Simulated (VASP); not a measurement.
Runs of VASP 6.6.1 on AgI2. The structure is that of space group P-3m1 (No. 164), or close to it. The cells are those of the table. 

| cell | k mesh | gap on the mesh (eV) | largest force (eV/Å) |
| --- | --- | --- | --- |
| a = 3.359, b = 3.359, c = 25.000 Å, angles 90.0, 90.0, 120.0°, 6 atoms | 6 × 6 × 1 | none | (a) |
| a = 3.847, b = 3.847, c = 46.456 Å, angles 90.0, 90.0, 120.0°, 6 atoms | 6 × 6 × 1 | none | 0.02 |
| a = 3.846, b = 3.846, c = 46.456 Å, angles 90.0, 90.0, 120.0°, 6 atoms | 12 × 12 × 1 | none | - |
| a = 3.847, b = 3.847, c = 46.456 Å, angles 90.0, 90.0, 120.0°, 6 atoms | 12 × 12 × 1 | none | 0.02 |
| a = 3.888, b = 3.888, c = 43.959 Å, angles 90.0, 90.0, 120.0°, 6 atoms | 6 × 6 × 1 | none | 0.09 |

Alike in all rows: task single point; level PBE+D3(BJ); potentials or basis VASP PAW PBE potentials, release 64 (Ag, I); no spin polarisation; cutoff (eV) 520; smearing gaussian 0.1 eV.

Fill in the values left out.

(a) 6.12.

Caveats: spin-orbit coupling is left out, which moves the levels of the heavy elements.

A k mesh can miss the band edges, and the runs leave out spin-orbit coupling on Ag, I.

A gap of «none» marks levels without a gap at the run's occupations.
